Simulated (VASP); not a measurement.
Set up this calculation in VASP 6.6.1, as the native input.

```
Task                   : single point
Functional             : LDA
Potentials or basis    : VASP PAW LDA potentials, release 64 (Be, Te)
Cutoff                 : 520 eV
k mesh                 : 8 × 8 × 8
Occupations            : gaussian, width 0.01 eV
Spin                   : no spin polarisation
Dipole correction      : no
Further INCAR settings : ALGO = Normal; EDIFF = 1e-06; NBANDS = 11
```

The structure of BeTe lies in POSCAR:

```
BeTe
1.0
    2.7911110889      2.7911110889      0.0000000000
   -2.7911110889      2.7911110889      0.0000000000
    0.0000000000      2.7911110889      2.7653733617
Be Te
1 1
Direct
    0.0000000000      0.0000000000      0.0000000000
    0.7500000000      0.2500000000      0.5000000000
```

This cell differs from its parent crystal: in-plane strain +0.005, then relaxed in part.

These files were run (other wordings do the same):

INCAR

```
ALGO = Normal
EDIFF = 1E-6
ENCUT = 520
GGA = CA
ISIF = 2
ISMEAR = 0
LASPH = T
LCHARG = F
LREAL = F
LWAVE = F
NBANDS = 11
NELM = 80
PREC = Accurate
SIGMA = 0.01
```

KPOINTS

```
k-points
0
Gamma
  8 8 8
```

Potentials or basis: VASP PAW LDA potentials, release 64 (Be, Te).

Run with:

```bash
$ cat potpaw_LDA.64/Be/POTCAR potpaw_LDA.64/Te/POTCAR > POTCAR
$ mpirun -np 1 vasp_std > vasp.out
```

It gave:

```
Pressure               : -0.1 GPa
Band gap on the k mesh : 1.71 eV, indirect (least direct gap 3.51 eV)
```

Caveat: the cell differs from its parent crystal (in-plane strain +0.005, then relaxed in part); spin-orbit coupling is left out, which moves the levels of the heavy elements.

It took 64 s on 1 thread of AMD EPYC 7R13 (shared host), peak memory 0.14 GiB.
